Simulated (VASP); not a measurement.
Runs of VASP 6.6.1 on Te2Mo. The cell holds a slab with vacuum, 6 atoms: a = 3.560 Å, b = 3.560 Å, c = 24.811 Å, α = 90.00°, β = 90.00°, γ = 120.00°. 

| k mesh | gap on the mesh (eV) | largest force (eV/Å) |
| --- | --- | --- |
| 3 × 3 × 1 | (a) | 0.32 |
| 5 × 5 × 1 | (b) | 0.14 |
| 6 × 6 × 1 | 1.02 | 0.13 |
| 7 × 7 × 1 | 1.30 | 0.14 |
| 9 × 9 × 2 | 1.02 | 0.14 |

Alike in all rows: task single point; level PBEsol; potentials or basis VASP PAW PBE potentials, release 64 (Te, Mo_sv); no spin polarisation; cell as given; cutoff (eV) 520; smearing fermi-dirac 0.05 eV.

Task: Estimate the missing entries.

Result: (a) 0.97; (b) 1.25.

Caveats: some runs use coarse meshes; the PAW data sets were made with another functional, which shifts forces and pressure a little; spin-orbit coupling is left out, which moves the levels of the heavy elements.

A k mesh can miss the band edges, and the runs leave out spin-orbit coupling on Mo, Te.
